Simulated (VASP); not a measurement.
# AlSi62 (a cell with a defect): single point with PBE+D3(BJ)

The system is AlSi62 (a cell with a defect).

```
CELL_PARAMETERS angstrom
10.86000 0.00000 0.00000
0.00000 10.86000 0.00000
0.00000 0.00000 10.86000
ATOMIC_POSITIONS crystal
Si 0.50236 0.99622 0.99774
Si 0.62406 0.12316 0.12470
Si 0.75127 0.24763 0.00023
Si 0.87584 0.37454 0.12444
Si 0.75080 0.00030 0.24997
Si 0.87138 0.13117 0.38083
Si 0.00164 0.99843 0.00124
Si 0.12460 0.12561 0.12726
Si 0.25233 0.24763 0.00079
Si 0.37635 0.37488 0.12366
Si 0.50655 0.49561 0.99282
Si 0.62799 0.62209 0.12043
Si 0.75490 0.74125 0.99091
Si 0.87464 0.87236 0.12231
Si 0.25072 0.99962 0.24948
Si 0.37259 0.12588 0.37563
Si 0.49907 0.24870 0.24892
Si 0.62457 0.37363 0.37344
Si 0.75094 0.49928 0.24926
Si 0.87626 0.62619 0.37317
Si 0.49908 0.99895 0.49819
Si 0.62451 0.12348 0.62325
Si 0.74807 0.26135 0.51116
Si 0.75097 0.99954 0.74909
Si 0.87640 0.12292 0.87640
Si 0.00335 0.49890 0.00084
Si 0.12722 0.62621 0.12535
Si 0.25366 0.74820 0.99801
Si 0.37605 0.87426 0.12406
Si 0.99872 0.25136 0.25281
Si 0.11743 0.37899 0.38207
Si 0.24889 0.49895 0.25122
Si 0.37594 0.62523 0.37239
Si 0.50241 0.74788 0.24588
Si 0.62424 0.87478 0.37272
Si 0.99863 0.00320 0.50114
Si 0.11716 0.13270 0.62874
Si 0.24643 0.25149 0.50117
Si 0.37506 0.37441 0.62418
Si 0.49984 0.49867 0.49770
Si 0.63554 0.61430 0.62208
Si 0.75117 0.75044 0.49759
Si 0.87583 0.87473 0.62434
Si 0.24857 0.00183 0.74857
Si 0.37594 0.12263 0.87494
Si 0.49985 0.24779 0.74825
Si 0.63630 0.37192 0.86326
Si 0.87993 0.61153 0.86132
Si 0.00133 0.75133 0.24870
Si 0.12448 0.87751 0.37550
Si 0.98858 0.50408 0.51154
Si 0.12731 0.62661 0.62332
Si 0.25201 0.75085 0.49744
Si 0.37579 0.87426 0.62443
Si 0.98879 0.26154 0.75476
Si 0.12763 0.37356 0.87677
Si 0.25041 0.49926 0.74909
Si 0.37853 0.62243 0.87219
Si 0.50588 0.74386 0.74551
Si 0.62794 0.87088 0.87192
Si 0.00325 0.75097 0.74861
Si 0.12739 0.87540 0.87574
Al 0.83225 0.42208 0.67318
```

* Program: VASP 6.6.1
* Task: single point
* Functional: PBE
* Dispersion: D3(BJ)
* Potentials or basis: VASP PAW PBE potentials, release 64 (Si, Al)
* Cutoff: 520 eV
* k mesh: 1 × 1 × 1
* Occupations: gaussian, width 0.05 eV
* Spin: no spin polarisation
* Dipole correction: no
* Charge: -1
* Further INCAR settings: LREAL = Auto; ALGO = Normal; EDIFF = 1e-06; NBANDS = 162; NELECT = 252.0

```yaml
Largest_force: 0.253 eV/Å
Dispersion_energy_per_atom: -0.313 eV
```

Forces on the atoms (eV/Å):
```
Si  -0.001  0.002  0.003
Si  -0.004  0.001  0.000
Si   0.007  0.001  0.000
Si   0.000 -0.003  0.005
Si   0.006  0.018  0.020
Si  -0.006  0.015  0.016
Si  -0.003  0.002  0.004
Si  -0.005  0.002  0.001
Si  -0.001  0.006  0.006
Si  -0.004 -0.001  0.004
Si  -0.005  0.008  0.007
Si  -0.004  0.003  0.011
Si  -0.014  0.028  0.029
Si  -0.002  0.018  0.016
Si   0.001  0.001  0.001
Si   0.001  0.000  0.000
Si   0.001  0.005  0.002
Si  -0.004 -0.002  0.001
Si  -0.001 -0.002  0.006
Si   0.000  0.006  0.000
Si   0.001  0.000  0.006
Si  -0.004  0.000 -0.002
Si  -0.010  0.007  0.006
Si  -0.002  0.002 -0.002
Si  -0.002  0.005  0.002
Si   0.002 -0.010  0.009
Si  -0.007 -0.002 -0.003
Si  -0.002  0.001  0.003
Si  -0.004  0.000  0.000
Si  -0.002  0.001  0.008
Si   0.006 -0.006 -0.005
Si   0.003  0.010  0.003
Si  -0.001  0.004  0.007
Si  -0.002  0.004  0.003
Si  -0.004  0.000  0.003
Si  -0.003  0.005  0.001
Si   0.010 -0.009 -0.003
Si   0.001  0.001  0.001
Si  -0.003 -0.001 -0.002
Si   0.003  0.001  0.004
Si  -0.008  0.003  0.002
Si   0.006 -0.007  0.003
Si   0.000  0.004 -0.003
Si   0.006 -0.005  0.007
Si  -0.002  0.006  0.003
Si  -0.006 -0.001  0.002
Si  -0.016  0.001  0.009
Si  -0.008  0.025  0.021
Si   0.000  0.004  0.000
Si  -0.005  0.000  0.001
Si   0.024  0.013 -0.028
Si   0.004  0.002 -0.002
Si   0.001  0.006  0.003
Si   0.004 -0.002  0.003
Si   0.023 -0.028  0.001
Si  -0.002 -0.002 -0.001
Si  -0.001  0.000 -0.001
Si  -0.004  0.005  0.004
Si   0.005 -0.004  0.001
Si  -0.005  0.007  0.004
Si   0.004  0.010 -0.007
Si  -0.009 -0.003 -0.002
Al   0.042 -0.158 -0.193
```

Levels at points of the mesh, in eV from the Fermi level:
```csv
k point,band 124,band 125,band 126,band 127,band 128,band 129
"(0.00, 0.00, 0.00)",-0.89,-0.69,0.00,0.00,0.16,0.17
```

Run time: 3 min on 1 thread of AMD EPYC 9R45 96-Core Processor (Zen 5), on a shared host, peak memory 0.99 GiB.

Caveat: the k points lie up to 0.58 Å⁻¹ apart; the cell carries a net charge on a neutralising background, which shifts energy and pressure; the cell is charged against a uniform background, so pressure and absolute levels hang on convention.
